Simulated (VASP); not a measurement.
# GaAs in VASP: further runs, part 2 of 2

VASP 6.6.1. Earlier steps stand in the parts before.

**3. Single point, PBE**

This run uses another cell than the first one, of 20.56 Å³/atom, 0.807 times its volume.

INCAR

```
ALGO = Normal ; EDIFF = 1E-6
ENCUT = 520 ; GGA = PE
ISIF = 2 ; ISMEAR = 0
LASPH = True ; LCHARG = False
LREAL = False ; LWAVE = False
NBANDS = 16 ; NELM = 60
PREC = Accurate ; SIGMA = 0.1
```

KPOINTS

```
k-points
0
Gamma
  6 6 4
```

POSCAR

```
GaAs
1.0
    2.6035345510     -2.6065178961      0.0000000000
    2.6035345510      2.6065178961      0.0000000000
    0.0000000000      0.0000000000      3.0294162984
Ga As
1 1
Direct
    0.5000000000      0.5000000000      0.5000000000
    0.0000000000      0.0000000000      0.5000000000
```

Potentials or basis: VASP PAW PBE potentials, release 64 (Ga_d, As).

Started as:

```bash
> cat potpaw_PBE.64/Ga_d/POTCAR potpaw_PBE.64/As/POTCAR > POTCAR
> mpirun -np 1 vasp_std > vasp.out
```

OUTCAR:

```text
EDIFF = 1E-6
   ENCUT = 520
   GGA = PE
   ISIF = 2
   ISMEAR = 0
   LASPH = True
   LREAL = False
   NELM = 60
   PREC = Accurate

 ion  position               nearest neighbor table
   1  0.500  0.500  0.500-   2 2.60   2 2.60   2 2.61   2 2.61
   2  0.000  0.000  0.500-   1 2.60   1 2.60   1 2.61   1 2.61

  LATTYP: Found a base centered orthorhombic cell.
 ALAT       =     5.2070691020
 B/A-ratio  =     1.0011458827
 C/A-ratio  =     0.5817891484

  Lattice vectors:

 A1 = (   2.6035345510,  -2.6065178961,   0.0000000000)
 A2 = (   2.6035345510,   2.6065178961,   0.0000000000)
 A3 = (   0.0000000000,   0.0000000000,   3.0294162984)

Analysis of symmetry for initial positions (statically):
=====================================================================
 Subroutine PRICEL returns:
 Original cell was already a primitive cell.

 Routine SETGRP: Setting up the symmetry group for a
 base centered orthorhombic supercell.

 Subroutine GETGRP returns: Found  8 space group operations
 (whereof  8 operations were pure point group operations)
 out of a pool of  8 trial point group operations.

The static configuration has the point symmetry D_2h.

Analysis of symmetry for dynamics (positions and initial velocities):
=====================================================================
 Subroutine PRICEL returns:
 Original cell was already a primitive cell.

 Routine SETGRP: Setting up the symmetry group for a
 base centered orthorhombic supercell.

 Subroutine GETGRP returns: Found  8 space group operations
 (whereof  8 operations were pure point group operations)
 out of a pool of  8 trial point group operations.

The dynamic configuration has the point symmetry D_2h.

 Subroutine INISYM returns: Found  8 space group operations
 (whereof  8 operations are pure point group operations),
 and found     1 'primitive' translations

----------------------------------------------------------------------------------------

                                     Primitive cell

  volume of cell :      41.1162

  direct lattice vectors                    reciprocal lattice vectors
     2.603534551 -2.606517896  0.000000000     0.192046616 -0.191826805  0.000000000
     2.603534551  2.606517896  0.000000000     0.192046616  0.191826805  0.000000000
     0.000000000  0.000000000  3.029416298     0.000000000  0.000000000  0.330096593

  length of vectors
     3.684064020  3.684064020  3.029416298     0.271439544  0.271439544  0.330096593

  position of ions in fractional coordinates (direct lattice)
     0.500000000  0.500000000  0.500000000
     0.000000000  0.000000000  0.500000000

  ion indices of the primitive-cell ions
   primitive index   ion index
                 1           1
                 2           2

----------------------------------------------------------------------------------------

 KPOINTS: k-points

Automatic generation of k-mesh.
 Grid dimensions read from file:
 generate k-points for:    6    6    4

 Generating k-lattice:

  Cartesian coordinates                     Fractional coordinates (reciprocal lattice)
     0.032007769 -0.031971134  0.000000000     0.166666667  0.000000000  0.000000000
     0.032007769  0.031971134  0.000000000     0.000000000  0.166666667  0.000000000
     0.000000000  0.000000000  0.082524148     0.000000000  0.000000000  0.250000000

  Length of vectors
     0.045239924  0.045239924  0.082524148

  Shift w.r.t. Gamma in fractional coordinates (k-lattice)
     0.000000000  0.000000000  0.000000000

 Subroutine IBZKPT returns following result:
 ===========================================

 Found     39 irreducible k-points:

 Following reciprocal coordinates:
            Coordinates               Weight
  0.000000  0.000000  0.000000      1.000000
  0.166667 -0.000000  0.000000      4.000000
  0.333333 -0.000000  0.000000      4.000000
  0.500000  0.000000  0.000000      2.000000
  0.166667  0.166667  0.000000      2.000000
  0.333333  0.166667  0.000000      4.000000
[... 16 lines left out ...]
  0.333333  0.333333  0.250000      4.000000
  0.500000  0.333333  0.250000      8.000000
 [... further k-points ...]
   k-points           NKPTS =     39   k-points in BZ     NKDIM =     39   number of bands    NBANDS=     16
   number of dos      NEDOS =    301   number of ions     NIONS =      2
   total plane-waves  NPLWV =  18816
   dimension x,y,z NGX =    28 NGY =   28 NGZ =   24
   dimension x,y,z NGXF=    56 NGYF=   56 NGZF=   48
   ions per type =               1   1
   NGX,Y,Z   is equivalent  to a cutoff of  12.64, 12.64, 13.17 a.u.
   NGXF,Y,Z  is equivalent  to a cutoff of  25.27, 25.27, 26.34 a.u.
 SYSTEM =  unknown system
   PREC   = accura    normal or accurate (medium, high low for compatibility)
   ISTART =      0    job   : 0-new  1-cont  2-samecut
   ICHARG =      2    charge: 1-file 2-atom 10-const
   ISPIN  =      1    spin polarized calculation?
   LNONCOLLINEAR =      F non collinear calculations
   LSORBIT =      F    spin-orbit coupling
   LASPH  =      T    aspherical Exc in radial PAW
   ENCUT  =  520.0 eV  38.22 Ry    6.18 a.u.   6.85  6.85  5.63*2*pi/ulx,y,z
   NELM   =     60;   NELMIN=  2; NELMDL= -5     # of ELM steps
   EDIFF  = 0.1E-05   stopping-criterion for ELM
   LREAL  =      F    real-space projection
   EDIFFG = 0.1E-04   stopping-criterion for IOM
   NSW    =      0    number of steps for IOM
   IBRION =     -1    ionic relax: 0-MD 1-quasi-New 2-CG
   NFREE  =      0    steps in history (QN), initial steepest desc. (CG)
   ISIF   =      2    stress and relaxation
   ISYM   =      2    0-nonsym 1-usesym 2-fastsym
   POTIM  = 0.5000    time-step for ionic-motion
   TEBEG  =    0.0;   TEEND  =   0.0 temperature during run
   PSTRESS=    0.0 pullay stress
   NELECT =      18.0000    total number of electrons
   NUPDOWN=      -1.0000    fix difference up-down
   EMIN   =  10.00;   EMAX   =-10.00  energy-range for DOS
   EFERMI =   0.00;   METHOD = LEGACY
   ISMEAR =     0;   SIGMA  =   0.10  broadening in eV -4-tet -1-fermi 0-gaus
   EFERMI_NEDOS =   21; number of points for ismear=-14 and -15
   IALGO  =     38    algorithm
   IMIX   =      4    mixing-type and parameters
     AMIX     =   0.40;   BMIX     =  1.00
     AMIX_MAG =   1.60;   BMIX_MAG =  1.00
  volume/ion in A,a.u.               =      20.56       138.73
  Fermi-wavevector in a.u.,A,eV,Ry     =   1.243067  2.349057 21.023946  1.545216
  Thomas-Fermi vector in A             =   2.377394
   LORBIT       =      0    0 simple, 1 ext, 2 COOP (PROOUT), +10 PAW based schemes
   GGA     = PE    functional components
   LHFCALC =     F    Hartree Fock is set to
   AEXX    =    0.0000 exact exchange contribution
   IVDW    =     0    specifies the selected vdW correction
   LEPSILON=     F    determine dielectric tensor
   LRPA    =     F    only Hartree local field effects (RPA)
 non-spin polarized calculation
 Gauss-broadening in eV      SIGMA  =   0.10
  energy-cutoff  :      520.00
  volume of cell :       41.12
 maximum number of plane-waves:      1132
   NGX = 13   NGY = 13   NGZ = 11

 number of electron      17.9999991 magnetization

 Free energy of the ion-electron system (eV)
  ---------------------------------------------------
  ext. energy  EPLUGINS =         0.00000000
  ---------------------------------------------------
  free energy    TOTEN  =        -7.29332794 eV

  energy without entropy =       -7.28229829  energy(sigma->0) =       -7.28781311

 E-fermi :   4.5758     XC(G=0): -10.3657

 val. band max:        4.5716168399   @ k =   0.3333  -0.0000   0.2500
 cond. band min:       4.7062912456   @ k =   0.5000   0.0000   0.0000
 fundamental gap:      0.1346744057
 Fermi energy:         4.5758474355

 k-point     1 :       0.0000    0.0000    0.0000
  band No.  band energies     occupation
      1     -10.2068      2.00000
      2     -10.0318      2.00000
      3     -10.0267      2.00000
      4      -9.9537      2.00000
      5      -9.9537      2.00000
      6      -8.1354      2.00000
[... 8 lines left out ...]
     15      15.4788      0.00000
     16      16.4085      0.00000
[... 419 lines left out ...]
 k-point    24 :       0.5000    0.3333    0.2500
  band No.  band energies     occupation
      1     -10.1712      2.00000
      2     -10.0281      2.00000
      3     -10.0070      2.00000
      4     -10.0014      2.00000
      5      -9.9591      2.00000
      6      -5.1965      2.00000
[... 8 lines left out ...]
     15      15.7130      0.00000
     16      20.6087      0.00000

 [... further k-points ...]
[... 5 lines left out ...]
  --------------------------------------------------------------------------------------
  -------------------------------------------------------------------------------------
  Total        0.0380074      0.0038406     -0.0311505      0.0000000      0.0000000      0.0000000
  in kB        1.4810357      0.1496558     -1.2138428      0.0000000      0.0000000      0.0000000
  external PRESSURE =       0.1389496 kB  Pullay stress =       0.0000000 kB

 VOLUME and BASIS-vectors are now :
 -----------------------------------------------------------------------------
  energy-cutoff  :      520.00
  volume of cell :       41.12
      direct lattice vectors                 reciprocal lattice vectors
     2.603534551 -2.606517896  0.000000000     0.192046616 -0.191826805  0.000000000
     2.603534551  2.606517896  0.000000000     0.192046616  0.191826805  0.000000000
     0.000000000  0.000000000  3.029416298     0.000000000  0.000000000  0.330096593

 POSITION                                       TOTAL-FORCE (eV/Angst)
 -----------------------------------------------------------------------------------
      2.60353      0.00000      1.51471         0.000000     -0.000000      0.000000
      0.00000      0.00000      1.51471        -0.000000      0.000000      0.000000
 -----------------------------------------------------------------------------------
    total drift:                                0.000000      0.000000      0.000000

  FREE ENERGIE OF THE ION-ELECTRON SYSTEM (eV)
  ---------------------------------------------------
  free  energy   TOTEN  =        -7.2933279431 eV

  energy  without entropy=       -7.2822982862  energy(sigma->0) =       -7.28781311
```

Run time: 18 s. Hardware: 1 thread of Intel Xeon 8259CL, shared host; peak memory 0.16 GiB.

Results:

| Quantity | Value |
| --- | --- |
| Free energy | -7.2933 eV |
| Pressure | 0.0 GPa |
| Band gap on the k mesh | zero (band 9 reaches 7.34 eV, above the bottom of band 10 at 2.08 eV) |

Levels at points of the mesh, in eV from the Fermi level:
| k point | band 5 | band 6 | band 7 | band 8 | band 9 | band 10 | band 11 | band 12 | band 13 | band 14 |
| --- | --- | --- | --- | --- | --- | --- | --- | --- | --- | --- |
| (0.00, 0.00, 0.00) | -14.53 | -12.71 | -2.67 | -1.84 | -1.83 | 2.85 | 4.32 | 7.74 | 8.90 | 8.94 |
| (0.50, 0.00, 0.00) | -14.53 | -11.38 | -8.07 | 0.13 | 2.76 | 2.88 | 3.06 | 4.00 | 8.01 | 9.42 |
| (0.50, 0.50, 0.00) | -14.53 | -10.06 | -5.46 | -5.11 | -5.11 | 4.47 | 9.46 | 11.03 | 11.23 | 11.25 |
| (0.00, 0.00, 0.50) | -14.59 | -10.70 | -5.04 | -0.34 | -0.33 | 0.28 | 2.56 | 6.71 | 7.99 | 8.00 |
| (0.50, 0.00, 0.50) | -14.51 | -9.59 | -5.74 | -3.26 | -1.23 | 1.49 | 4.82 | 5.12 | 5.67 | 9.45 |
| (0.50, 0.50, 0.50) | -14.50 | -8.32 | -3.37 | -3.37 | -2.62 | -2.50 | 0.28 | 3.78 | 3.79 | 13.49 |

Caveat: the k points lie up to 0.52 Å⁻¹ apart.

**4. Single point, PBE**

This run uses another cell than the first one, of 19.89 Å³/atom, 0.781 times its volume.

INCAR

```
PREC = Accurate
ENCUT = 520
EDIFF = 1E-7
ISMEAR = 0
SIGMA = 0.1
LREAL = F
LASPH = T
NELM = 60
ALGO = Normal
ISIF = 2
LWAVE = F
LCHARG = F
GGA = PE
NBANDS = 16
```

KPOINTS

```
regular mesh
0
Gamma
  6 6 6
```

POSCAR

```
GaAs
1.0
    3.8466458270      0.0000000000      0.0000000000
    0.0000000000      3.8466458270      0.0000000000
    0.0000000000      0.0000000000      2.6887709682
Ga As
1 1
Direct
    0.5000000000      0.5000000000      0.5000000000
    0.0000000000      0.0000000000      0.5000000000
```

Started as:

```bash
> cat potpaw_PBE.64/Ga_d/POTCAR potpaw_PBE.64/As/POTCAR > POTCAR
> mpirun -np 1 vasp_std > vasp.out
```

Wall time 26 s (1 thread of Intel Xeon 8259CL, shared host); peak memory 0.16 GiB.

Results (log left out):

```
Free energy            : -7.6100 eV
Pressure               : 0.0 GPa
Band gap on the k mesh : zero (band 9 reaches 6.89 eV, above the bottom of band 10 at 3.39 eV)
```

Stress tensor (GPa, compression positive):
```
-0.22  0.00  0.00
 0.00 -0.22  0.00
 0.00  0.00  0.34
```

Levels at points of the mesh, in eV from the Fermi level:
```tsv
k point	band 5	band 6	band 7	band 8	band 9	band 10	band 11	band 12	band 13	band 14
(0.00, 0.00, 0.00)	-14.68	-13.41	-4.63	-2.80	-2.80	3.41	5.74	6.82	6.82	10.05
(0.50, 0.00, 0.00)	-14.68	-12.37	-8.67	-1.15	1.20	1.23	1.63	6.47	11.37	11.43
(0.50, 0.50, 0.00)	-14.69	-11.42	-6.57	-5.60	-5.60	6.77	9.05	9.05	12.07	12.65
(0.00, 0.00, 0.50)	-14.68	-9.82	-5.88	-0.04	-0.04	0.24	0.64	6.95	6.95	7.18
(0.50, 0.00, 0.50)	-14.62	-8.99	-4.70	-4.66	-1.89	1.42	4.98	5.12	5.28	8.31
(0.50, 0.50, 0.50)	-14.60	-8.10	-4.20	-2.56	-2.56	-1.89	-0.77	3.41	3.41	12.13
```

Caveat: the k points lie up to 0.39 Å⁻¹ apart.

**5. Relaxation of cell and atoms, PBE**

This run uses another cell than the first one, of 20.56 Å³/atom, 0.807 times its volume.

INCAR

```
ALGO = Normal ; EDIFF = 1E-7
EDIFFG = -0.04 ; ENCUT = 600
GGA = PE ; IBRION = 2
ISIF = 3 ; ISMEAR = 0
LASPH = T ; LCHARG = F
LREAL = F ; LWAVE = F
NELM = 80 ; NSW = 90
PREC = Accurate ; SIGMA = 0.1
```

KPOINTS

```
k-points
0
Gamma
  6 6 6
```

POSCAR

```
GaAs
1.0
    3.6840640197      0.0000000000      0.0000000000
    0.0000000000      3.6840640197      0.0000000000
    0.0000000000      0.0000000000      3.0294162984
Ga As
1 1
Direct
    0.5000000000      0.5000000000      0.5000000000
    0.0000000000      0.0000000000      0.5000000000
```

Started as:

```bash
> cat potpaw_PBE.64/Ga_d/POTCAR potpaw_PBE.64/As/POTCAR > POTCAR
> mpirun -np 1 vasp_std > vasp.out
```

Wall time 3.7 min (1 thread of Intel Xeon 8259CL, shared host); peak memory 0.18 GiB.

It converged, with:

| Item | Value |
| --- | --- |
| Free energy | -7.6102 eV |
| Relaxed volume | 19.85 Å³/atom |
| Relaxed cell | a = 3.836 Å, b = 3.836 Å, c = 2.697 Å, α = 90.00°, β = 90.00°, γ = 90.00° |
| Space group after relaxing (to 0.05 Å) | P4/mmm (No. 123) |
| Energy gained by relaxing | 142.6 meV/atom |
| Ionic steps | 10 |
| Pressure after relaxing | 0.1 GPa |
| Band gap on the k mesh | zero (band 9 reaches 6.97 eV, above the bottom of band 10 at 3.37 eV) |

Stress tensor (GPa, compression positive):
```
 0.17  0.00  0.00
 0.00  0.17  0.00
 0.00  0.00 -0.18
```

Step by step:
```tsv
step	energy change (eV)	largest force (eV/Å)	pressure (GPa)	volume (Å³)
1	0.0000	0.0000	1.00	41.12
2	-0.2136	0.0000	-2.50	41.76
3	-0.2477	0.0000	-2.93	41.92
4	-0.2544	0.0000	-2.78	42.16
5	-0.2618	0.0000	-3.03	42.07
6	-0.2616	0.0000	-3.07	42.05
7	-0.2777	0.0000	0.80	39.50
8	-0.2814	0.0000	-0.52	40.23
9	-0.2847	0.0000	-0.23	39.92
10	-0.2853	0.0000	0.05	39.70
```

Final structure:
```
Ga As
1.0
     3.83650    0.00000    0.00000
     0.00000    3.83650    0.00000
     0.00000    0.00000    2.69739
Ga As
1 1
Direct
  0.50000 0.50000 0.50000
  0.00000 0.00000 0.50000
```

Levels at points of the mesh, in eV from the Fermi level:
| k point | band 6 | band 7 | band 8 | band 9 | band 10 | band 11 | band 12 | band 13 |
| --- | --- | --- | --- | --- | --- | --- | --- | --- |
| (0.00, 0.00, 0.00) | -13.42 | -4.58 | -2.79 | -2.79 | 3.42 | 5.62 | 6.90 | 6.90 |
| (0.50, 0.00, 0.00) | -12.37 | -8.68 | -1.12 | 1.24 | 1.29 | 1.66 | 6.36 | 11.30 |
| (0.50, 0.50, 0.00) | -11.40 | -6.55 | -5.62 | -5.62 | 6.67 | 9.15 | 9.15 | 12.53 |
| (0.00, 0.00, 0.50) | -9.88 | -5.89 | -0.07 | -0.07 | 0.25 | 0.68 | 6.96 | 6.96 |
| (0.50, 0.00, 0.50) | -9.04 | -4.76 | -4.65 | -1.90 | 1.41 | 4.96 | 5.11 | 5.30 |
| (0.50, 0.50, 0.50) | -8.13 | -4.18 | -2.62 | -2.62 | -1.93 | -0.76 | 3.39 | 3.39 |

**6. Relaxation of cell and atoms, PBE**

INCAR

```
SYSTEM = GaAs
ALGO = Normal
EDIFF = 1E-7
EDIFFG = -0.04
ENCUT = 600
GGA = PE
IBRION = 2
ISIF = 3
ISMEAR = 0
LASPH = .TRUE.
LCHARG = .FALSE.
LREAL = .FALSE.
LWAVE = .FALSE.
NELM = 80
NSW = 90
PREC = Accurate
SIGMA = 0.1
```

KPOINTS

```
k-points
0
G
  6 6 4
  0 0 0
```

POSCAR

```
GaAs
1.0
    1.8572145100     -1.9174868500      0.0000000000
    1.8572145100      1.9174868500      0.0000000000
    0.0000000000      0.0000000000      7.1535713400
Ga As
1 1
Direct
    0.5000000000      0.5000000000      0.5000000000
    0.0000000000      0.0000000000      0.5000000000
```

Potentials or basis: VASP PAW PBE potentials, release 64 (Ga_d, As).

Started as:

```bash
> cat potpaw_PBE.64/Ga_d/POTCAR potpaw_PBE.64/As/POTCAR > POTCAR
> mpirun -np 1 vasp_std > vasp.out
```

It took 7.2 min on 1 thread of Intel Xeon 8259CL, shared host; peak memory 0.21 GiB.

It converged, with:

```
Free energy                            : -6.9392 eV
Relaxed cell                           : a = 3.619 Å, b = 3.619 Å, c = 7.145 Å, α = 90.00°, β = 90.00°, γ = 90.02°
Space group after relaxing (to 0.05 Å) : P4/mmm (No. 123)
Energy gained by relaxing              : 6840.9 meV/atom
Ionic steps                            : 12
Pressure after relaxing                : 0.1 GPa
Band gap on the k mesh                 : zero (band 9 reaches 0.35 eV, above the bottom of band 10 at -1.56 eV)
```

Stress tensor (GPa, compression positive):
```
 0.13  0.00  0.00
 0.00  0.08  0.00
 0.00  0.00 -0.05
```

Step by step:
```csv
step,energy change (eV),largest force (eV/Å),pressure (GPa),volume (Å³)
1,0.0000,0.0000,129.54,50.95
2,27.3451,0.0000,-57.97,314.87
3,-10.2876,0.0000,-8.02,168.03
4,-11.8080,0.0000,-5.72,143.73
5,-13.2250,0.0000,-4.09,112.64
6,-13.0648,0.0000,10.69,78.80
7,-13.6115,0.0000,-2.04,99.96
8,-13.6701,0.0000,0.80,92.10
9,-13.6759,0.0000,-0.08,94.03
10,-13.6814,0.0000,-0.20,94.20
11,-13.6815,0.0000,-0.19,94.18
12,-13.6818,0.0000,0.05,93.56
```

Final structure:
```xyz
2
Lattice="2.5582 -2.5592 0.0000 2.5582 2.5592 0.0000 0.0000 0.0000 7.1454" Properties=species:S:1:pos:R:3 pbc="T T T"
Ga    2.5582    0.0000    3.5727
As    2.5582   -2.5592    3.5727
```

Levels at points of the mesh, in eV from the Fermi level:
```csv
k point,band 5,band 6,band 7,band 8,band 9,band 10,band 11,band 12,band 13
"(0.00, 0.00, 0.00)",-14.82,-11.92,-2.50,-1.10,-1.10,-0.94,3.23,5.41,5.60
"(0.50, 0.00, 0.00)",-14.78,-10.54,-7.20,-0.57,0.97,1.42,3.89,4.10,4.53
"(0.50, 0.50, 0.00)",-14.73,-9.05,-4.49,-4.49,-4.19,0.34,3.22,6.02,6.02
"(0.00, 0.00, 0.50)",-14.82,-11.92,-2.57,-1.10,-1.10,-0.93,4.48,5.05,6.13
"(0.50, 0.00, 0.50)",-14.78,-10.54,-7.20,-0.61,0.97,1.31,3.89,4.11,4.58
"(0.50, 0.50, 0.50)",-14.73,-9.05,-4.49,-4.49,-4.18,0.32,3.15,5.79,5.79
```

Caveat: the k points lie up to 0.29 Å⁻¹ apart in the final cell; the volume moved by over 15 % at a fixed basis, so the end points are rough.

**7. Overview**

| task | cell | k mesh | cutoff (eV) | gap on the mesh (eV) | pressure (GPa) | relaxed volume (Å³/atom) |
| --- | --- | --- | --- | --- | --- | --- |
| single point | a = 2.669, b = 2.669, c = 7.154 Å, angles 90.0, 90.0, 91.8°, 2 atoms | 6 × 6 × 4 | 520 | none | 129.6 | - |
| single point | a = 3.684, b = 3.684, c = 3.029 Å, angles 90.0, 90.0, 90.1°, 2 atoms | 6 × 6 × 4 | 520 | none | 0.0 | - |
| single point | a = 3.847, b = 3.847, c = 2.689 Å, 2 atoms | 6 × 6 × 6 | 520 | none | 0.0 | - |
| relaxation of cell and atoms | relaxed from a = 3.684, b = 3.684, c = 3.029 Å, 2 atoms | 6 × 6 × 6 | 600 | none | 0.1 | 19.85 |
| relaxation of cell and atoms | relaxed from a = 2.669, b = 2.669, c = 7.154 Å, angles 90.0, 90.0, 91.8°, 2 atoms | 6 × 6 × 4 | 600 | none | 0.1 | 46.78 |

Alike in all rows: level PBE; potentials or basis VASP PAW PBE potentials, release 64 (Ga_d, As); no spin polarisation; smearing gaussian 0.1 eV.

Caveats: some runs use coarse meshes; the volume moved by over 15 % at a fixed basis, so the end points are rough (some runs).

Absolute energies hang on the potentials; compare differences alone.
